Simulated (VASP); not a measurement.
# Ag (Fd-3m) in VASP: a series of runs

The runs below take Ag through single point, with revPBE.

Everything below comes from runs of VASP 6.6.1. Logs are shortened: lines on timing, memory, paths and dates and some standing lists are left out, and cuts for length are marked.

## 1. The cell of the first run

It takes space group Fd-3m (No. 227, cubic). The conventional cell has a = 6.066 Å, b = 6.066 Å, c = 6.066 Å, α = 90.00°, β = 90.00°, γ = 90.00°. Within 3.5 Å of Ag (site symmetry -43m) lie 4 Ag at 2.63 Å.

## 2. Single point, revPBE (volume scaled by 0.88)

File INCAR:

```
  PREC = Accurate
  ENCUT = 520
  EDIFF = 1E-6
  ISMEAR = -1
  SIGMA = 0.1
  LREAL = False
  LASPH = True
  NELM = 100
  ALGO = Normal
  ISIF = 2
  LWAVE = False
  LCHARG = False
  GGA = RE
  NBANDS = 18
```

File KPOINTS:

```
Automatic mesh
0
Gamma
  10 10 10
```

File POSCAR:

```
Ag
1.0
    0.0000000000      3.0332338697      3.0332338697
    3.0332338697      0.0000000000      3.0332338697
    3.0332338697      3.0332338697      0.0000000000
Ag
2
Direct
    0.1250000000      0.1250000000      0.1250000000
    0.8750000000      0.8750000000      0.8750000000
```

Potentials or basis: VASP PAW PBE potentials, release 64 (Ag).

Launch:

```bash
> cat potpaw_PBE.64/Ag/POTCAR > POTCAR
> mpirun -np 1 vasp_std > vasp.out
```

OUTCAR:

```text
PREC = Accurate
   ENCUT = 520
   EDIFF = 1E-6
   ISMEAR = -1
   LREAL = False
   LASPH = True
   NELM = 100
   ISIF = 2
   GGA = RE

 ion  position               nearest neighbor table
   1  0.125  0.125  0.125-   2 2.63   2 2.63   2 2.63   2 2.63
   2  0.875  0.875  0.875-   1 2.63   1 2.63   1 2.63   1 2.63

  LATTYP: Found a face centered cubic cell.
 ALAT       =     6.0664677394

  Lattice vectors:

 A1 = (   0.0000000000,   3.0332338697,   3.0332338697)
 A2 = (   3.0332338697,   0.0000000000,   3.0332338697)
 A3 = (   3.0332338697,   3.0332338697,   0.0000000000)

Analysis of symmetry for initial positions (statically):
=====================================================================
 Subroutine PRICEL returns:
 Original cell was already a primitive cell.

 Routine SETGRP: Setting up the symmetry group for a
 face centered cubic supercell.

 Subroutine GETGRP returns: Found 48 space group operations
 (whereof 12 operations were pure point group operations)
 out of a pool of 48 trial point group operations.

The static configuration has the point symmetry D_3d.
 The point group associated with its full space group is O_h .

Analysis of symmetry for dynamics (positions and initial velocities):
=====================================================================
 Subroutine PRICEL returns:
 Original cell was already a primitive cell.

 Routine SETGRP: Setting up the symmetry group for a
 face centered cubic supercell.

 Subroutine GETGRP returns: Found 48 space group operations
 (whereof 12 operations were pure point group operations)
 out of a pool of 48 trial point group operations.

The dynamic configuration has the point symmetry D_3d.
 The point group associated with its full space group is O_h .

 Subroutine INISYM returns: Found 48 space group operations
 (whereof 12 operations are pure point group operations),
 and found     1 'primitive' translations

----------------------------------------------------------------------------------------

                                     Primitive cell

  volume of cell :      55.8146

  direct lattice vectors                    reciprocal lattice vectors
     0.000000000  3.033233870  3.033233870    -0.164840570  0.164840570  0.164840570
     3.033233870  0.000000000  3.033233870     0.164840570 -0.164840570  0.164840570
     3.033233870  3.033233870  0.000000000     0.164840570  0.164840570 -0.164840570

  length of vectors
     4.289640476  4.289640476  4.289640476     0.285512242  0.285512242  0.285512242
[... 79 lines left out ...]
   ENCUT  =  520.0 eV  38.22 Ry    6.18 a.u.   7.98  7.98  7.98*2*pi/ulx,y,z
   NELM   =    100;   NELMIN=  2; NELMDL= -5     # of ELM steps
   EDIFF  = 0.1E-05   stopping-criterion for ELM
   LREAL  =      F    real-space projection
   EDIFFG = 0.1E-04   stopping-criterion for IOM
   NSW    =      0    number of steps for IOM
   IBRION =     -1    ionic relax: 0-MD 1-quasi-New 2-CG
   NFREE  =      0    steps in history (QN), initial steepest desc. (CG)
   ISIF   =      2    stress and relaxation
   ISYM   =      2    0-nonsym 1-usesym 2-fastsym
   POTIM  = 0.5000    time-step for ionic-motion
   TEBEG  =    0.0;   TEEND  =   0.0 temperature during run
   PSTRESS=    0.0 pullay stress
   NELECT =      22.0000    total number of electrons
   NUPDOWN=      -1.0000    fix difference up-down
   EMIN   =  10.00;   EMAX   =-10.00  energy-range for DOS
   EFERMI =   0.00;   METHOD = LEGACY
   ISMEAR =    -1;   SIGMA  =   0.10  broadening in eV -4-tet -1-fermi 0-gaus
   EFERMI_NEDOS =   21; number of points for ismear=-14 and -15
   IALGO  =     38    algorithm
   IMIX   =      4    mixing-type and parameters
     AMIX     =   0.40;   BMIX     =  1.00
     AMIX_MAG =   1.60;   BMIX_MAG =  1.00
  volume/ion in A,a.u.               =      27.91       188.33
  Fermi-wavevector in a.u.,A,eV,Ry     =   1.200328  2.268290 19.603092  1.440787
  Thomas-Fermi vector in A             =   2.336167
   LORBIT       =      0    0 simple, 1 ext, 2 COOP (PROOUT), +10 PAW based schemes
   GGA     = RE    functional components
   LHFCALC =     F    Hartree Fock is set to
   AEXX    =    0.0000 exact exchange contribution
   IVDW    =     0    specifies the selected vdW correction
   LEPSILON=     F    determine dielectric tensor
   LRPA    =     F    only Hartree local field effects (RPA)
 non-spin polarized calculation
  energy-cutoff  :      520.00
  volume of cell :       55.81
 maximum number of plane-waves:      1524
   NGX = 15   NGY = 15   NGZ = 15

 number of electron      21.9999994 magnetization

 Free energy of the ion-electron system (eV)
  ---------------------------------------------------
  ext. energy  EPLUGINS =         0.00000000
  ---------------------------------------------------
  free energy    TOTEN  =        -3.13739662 eV

  energy without entropy =       -3.12013978  energy(sigma->0) =       -3.12876820

 E-fermi :   3.3466     XC(G=0):  -9.0536

 val. band max:        3.2895249822   @ k =  -0.3000   0.4000   0.2000
 cond. band min:       3.5095092080   @ k =   0.5000   0.5000   0.0000
 fundamental gap:      0.2199842259
 Fermi energy:         3.3466361482

 k-point     1 :       0.0000    0.0000    0.0000
  band No.  band energies     occupation
      1      -1.5920      2.00000
      2      -1.3780      2.00000
      3      -1.3780      2.00000
      4      -1.3644      2.00000
      5      -1.3644      2.00000
      6      -1.3644      2.00000
[... 481 lines left out ...]
      5      -0.8448      2.00000
      6      -0.5871      2.00000
[... 10 lines left out ...]
     17      17.7251      0.00000
     18      17.7875      0.00000

 [... further k-points ...]

------------------------ aborting loop because EDIFF is reached ----------------------------------------

  FORCE on cell =-STRESS in cart. coord.  units (eV):
  Direction    XX          YY          ZZ          XY          YZ          ZX
  --------------------------------------------------------------------------------------
  -------------------------------------------------------------------------------------
  Total        1.5039179      1.5039179      1.5039179     -0.0000000      0.0000000     -0.0000000
  in kB       43.1704957     43.1704957     43.1704957     -0.0000000      0.0000000     -0.0000000
  external PRESSURE =      43.1704957 kB  Pullay stress =       0.0000000 kB

 VOLUME and BASIS-vectors are now :
 -----------------------------------------------------------------------------
  energy-cutoff  :      520.00
  volume of cell :       55.81
      direct lattice vectors                 reciprocal lattice vectors
     0.000000000  3.033233870  3.033233870    -0.164840570  0.164840570  0.164840570
     3.033233870  0.000000000  3.033233870     0.164840570 -0.164840570  0.164840570
     3.033233870  3.033233870  0.000000000     0.164840570  0.164840570 -0.164840570

 POSITION                                       TOTAL-FORCE (eV/Angst)
 -----------------------------------------------------------------------------------
      0.75831      0.75831      0.75831        -0.000000      0.000000     -0.000000
      5.30816      5.30816      5.30816         0.000000     -0.000000      0.000000
 -----------------------------------------------------------------------------------
    total drift:                                0.000000     -0.000000     -0.000000

  FREE ENERGIE OF THE ION-ELECTRON SYSTEM (eV)
  ---------------------------------------------------
  free  energy   TOTEN  =        -3.1373966157 eV

  energy  without entropy=       -3.1201397808  energy(sigma->0) =       -3.12876820
```

stdout:

```text
POSCAR found type information on POSCAR Ag
 POSCAR found :  1 types and       2 ions
 scaLAPACK will be used
 -----------------------------------------------------------------------------
|                                                                             |
|                                                                             |
|     You enforced a specific xc type in the INCAR file but a different       |
|     I HOPE YOU KNOW WHAT YOU ARE DOING!                                     |
|                                                                             |
 -----------------------------------------------------------------------------

 LDA part: xc-table for (Slater+PW92), standard interpolation
 POSCAR, INCAR and KPOINTS ok, starting setup
 FFT: planning ... GRIDC
 FFT: planning ... GRID_SOFT
 FFT: planning ... GRID
 WAVECAR not read
 entering main loop
```

It took 37 s on 1 thread of AMD EPYC 7R43 (Zen 3), shared host; peak memory 0.15 GiB.

Results:

```
Free energy            : -3.1374 eV
Pressure               : 4.3 GPa
Band gap on the k mesh : zero (band 11 reaches 3.82 eV, above the bottom of band 12 at 2.66 eV)
```

Caveat: the PAW data sets were made with another functional, which shifts forces and pressure a little.

(Part 1 of 2 ends here.)
